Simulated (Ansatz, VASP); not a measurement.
**One calculation of Na, two programs**

```
CELL_PARAMETERS angstrom
3.64194 0.00000 0.00000
-1.82097 3.15401 0.00000
0.00000 0.00000 5.94688
ATOMIC_POSITIONS crystal
Na 0.33333 0.66667 0.25000
Na 0.66667 0.33333 0.75000
```

Alike in both runs: task single point; functional PBE; k mesh 11 × 11 × 6; occupations fermi-dirac, width 0.1 eV; no spin polarisation.

|  | VASP | Ansatz |
| --- | --- | --- |
| version | VASP 6.6.1 | Ansatz 0.2.0 |
| potentials or method | VASP PAW PBE potentials, release 64 (Na_pv), cutoff 500 eV | plane waves (420 eV) with PAW, scalar-relativistic |
| valence electrons in the cell | 14 | 18 |

```csv
,VASP,Ansatz,Ansatz less VASP
pressure (GPa),0.7,0.8,+0.03
"traceless stress, the component that is largest in VASP (GPa)",0.13,0.13,+0.001
```

VASP's potentials hold 14 valence electrons a cell and Ansatz's 18, so a difference there can come from the potentials and not from the codes.
